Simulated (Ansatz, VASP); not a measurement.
## Cs2KClF6: VASP beside Ansatz

Contents of INCAR:

```
PREC = Accurate
ENCUT = 520
EDIFF = 1E-7
ISMEAR = 1
SIGMA = 0.0151
LREAL = False
LASPH = True
NELM = 80
ALGO = Normal
ISIF = 2
LWAVE = False
LCHARG = False
GGA = PE
NBANDS = 49
```

Contents of KPOINTS:

```
Automatic mesh
0
Gamma
  4 4 4
```

POSCAR

```
Cs2KClF6
1.0
    0.0000000000      4.6635450000      4.6635450000
    4.6635450000      0.0000000000      4.6635450000
    4.6635450000      4.6635450000      0.0000000000
F K Cl Cs
6 1 1 2
Direct
    0.7850000000      0.2150000000      0.2150000000
    0.2150000000      0.7850000000      0.2150000000
    0.2150000000      0.7850000000      0.7850000000
    0.7850000000      0.2150000000      0.7850000000
    0.2150000000      0.2150000000      0.7850000000
    0.7850000000      0.7850000000      0.2150000000
    0.5000000000      0.5000000000      0.5000000000
    0.0000000000      0.0000000000      0.0000000000
    0.2500000000      0.2500000000      0.2500000000
    0.7500000000      0.7500000000      0.7500000000
```

Input for Ansatz:

```yaml
crystal:
  lattice:
    - [0.0, 4.663545, 4.663545]
    - [4.663545, 0.0, 4.663545]
    - [4.663545, 4.663545, 0.0]
  atoms:
    - { symbol: F, position: [0.785, 0.215, 0.215] }
    - { symbol: F, position: [0.215, 0.785, 0.215] }
    - { symbol: F, position: [0.215, 0.785, 0.785] }
    - { symbol: F, position: [0.785, 0.215, 0.785] }
    - { symbol: F, position: [0.215, 0.215, 0.785] }
    - { symbol: F, position: [0.785, 0.785, 0.215] }
    - { symbol: K, position: [0.5, 0.5, 0.5] }
    - { symbol: Cl, position: [0.0, 0.0, 0.0] }
    - { symbol: Cs, position: [0.25, 0.25, 0.25] }
    - { symbol: Cs, position: [0.75, 0.75, 0.75] }
  symmetry: { tolerance: 0.0003 }
kpoints:
  mp_grid: { grid: [4, 4, 4], shift: [0, 0, 0] }
magnetization:
  spin_polarized: false
scf:
  occupations: { method: cold, width: 0.0151 }
hamiltonian:
  pseudopotentials: { kind: paw }
  xc: pbe
basis:
  ecutwfc: 420
output:
  forces: true
  stress: true
  eigenvalues: true
```

Alike in both runs: task single point; functional PBE; k mesh 4 × 4 × 4; no spin polarisation.

|  | VASP | Ansatz |
| --- | --- | --- |
| version | VASP 6.6.1 | Ansatz 0.2.0 |
| potentials or method | VASP PAW PBE potentials, release 64 (F, K_sv, Cl, Cs_sv), cutoff 520 eV | PAW plane waves |
| occupations | methfessel-paxton of order 1, width 0.0151 eV | cold, width 0.0151 eV |
| valence electrons in the cell | 76 | 76 |

|  | VASP | Ansatz | Ansatz less VASP |
| --- | --- | --- | --- |
| gap on the k mesh at the Fermi level (eV) | none | none | - |
| pressure (GPa) | 4.0 | 4.1 | +0.14 |
| rms of the force components (eV/Å) | 0.700 | 0.702 | +0.0018 |

Atom by atom the forces differ by 0.002 eV/Å (rms over components). A gap of «none» marks a metal or a gap that the smearing closes.

Neither program's run includes spin-orbit coupling.
